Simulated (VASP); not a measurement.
Input of a VASP 6.6.1 run:

File INCAR:

```
  ALGO = Normal
  EDIFF = 1E-6
  ENCUT = 520
  GGA = PE
  ISIF = 2
  ISMEAR = 0
  LASPH = T
  LCHARG = F
  LREAL = F
  LWAVE = F
  NBANDS = 15
  NELM = 100
  PREC = Accurate
  SIGMA = 0.01
```

File KPOINTS:

```
k-points
0
Gamma
  4 4 4
```

POSCAR

```
KBr
1.0
    3.9763218101      0.0000000000      0.0000000000
    0.0000000000      3.9763218101      0.0000000000
    0.0000000000      0.0000000000      3.9763218101
K Br
1 1
Direct
    0.0000000000      0.0000000000      0.0000000000
    0.5000000000      0.5000000000      0.5000000000
```

Potentials or basis: VASP PAW PBE potentials, release 64 (K_sv, Br).

Command:

```bash
$ cat potpaw_PBE.64/K_sv/POTCAR potpaw_PBE.64/Br/POTCAR > POTCAR
$ mpirun -np 1 vasp_std > vasp.out
```

Question: Predict the band gap on the k mesh.

Answer: 4.02 eV, indirect (least direct gap 4.30 eV).

Question: What does it give for the pressure?

Answer: 0.9 GPa.

A k mesh can miss the band edges. A hybrid or GW would open this gap; PBE tends to underestimate it.
